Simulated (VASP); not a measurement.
Wanted: the native input for a VASP 6.6.1 run.

* Task: single point
* Functional: r2SCAN
* Potentials or basis: VASP PAW PBE potentials, release 64 (Ti_sv)
* Cutoff: 520 eV
* k mesh: 20 × 20 × 20
* Occupations: gaussian, width 0.15 eV
* Spin: no spin polarisation
* Dipole correction: no
* Further INCAR settings: ALGO = Normal; EDIFF = 1e-06; NBANDS = 12

The system is Ti.

```
CELL_PARAMETERS angstrom
0.00000 1.96910 1.96910
1.96910 0.00000 1.96910
1.96910 1.96910 0.00000
ATOMIC_POSITIONS crystal
Ti 0.00000 0.00000 0.00000
```

This cell differs from its parent crystal: strain -0.030 along x and y, -0.030 along z.

These files were run (other wordings do the same):

POSCAR

```
Ti
1.0
    0.0000000000      1.9691000000      1.9691000000
    1.9691000000      0.0000000000      1.9691000000
    1.9691000000      1.9691000000      0.0000000000
Ti
1
Direct
    0.0000000000      0.0000000000      0.0000000000
```

INCAR.step1

```
SYSTEM = Ti
  ALGO = Normal
  EDIFF = 1E-4
  ENCUT = 520
  GGA = PE
  ISMEAR = 0
  LASPH = .True.
  LCHARG = .False.
  LREAL = .False.
  LWAVE = .True.
  NBANDS = 12
  NELM = 100
  PREC = Accurate
  SIGMA = 0.15
```

INCAR.step2

```
SYSTEM = Ti
  ALGO = Normal
  EDIFF = 1E-6
  ENCUT = 520
  ISIF = 2
  ISMEAR = 0
  ISTART = 1
  LASPH = .True.
  LCHARG = .False.
  LMIXTAU = .True.
  LREAL = .False.
  LWAVE = .False.
  METAGGA = R2SCAN
  NBANDS = 12
  NELM = 100
  PREC = Accurate
  SIGMA = 0.15
```

KPOINTS

```
k-points
0
Gamma
  20 20 20
  0 0 0
```

Potentials or basis: VASP PAW PBE potentials, release 64 (Ti_sv).

Run with:

```console
$ cat potpaw_PBE.64/Ti_sv/POTCAR > POTCAR
$ cp INCAR.step1 INCAR
$ mpirun -np 1 vasp_std > vasp.out
$ cp INCAR.step2 INCAR
$ mpirun -np 1 vasp_std > vasp.out
```

Results of the run:

```yaml
Pressure: 18.1 GPa
Band_gap_on_the_k_mesh: zero (band 6 reaches 10.78 eV, above the bottom of band 7 at 9.23 eV)
```

Caveat: the cell differs from its parent crystal (strain -0.030 along x and y, -0.030 along z); the PAW data sets were made with another functional, which shifts forces and pressure a little.

Run time: 110 s on 1 thread of Intel(R) Xeon(R) Platinum 8488C (Sapphire Rapids), with other jobs on the host, peak memory 0.18 GiB.
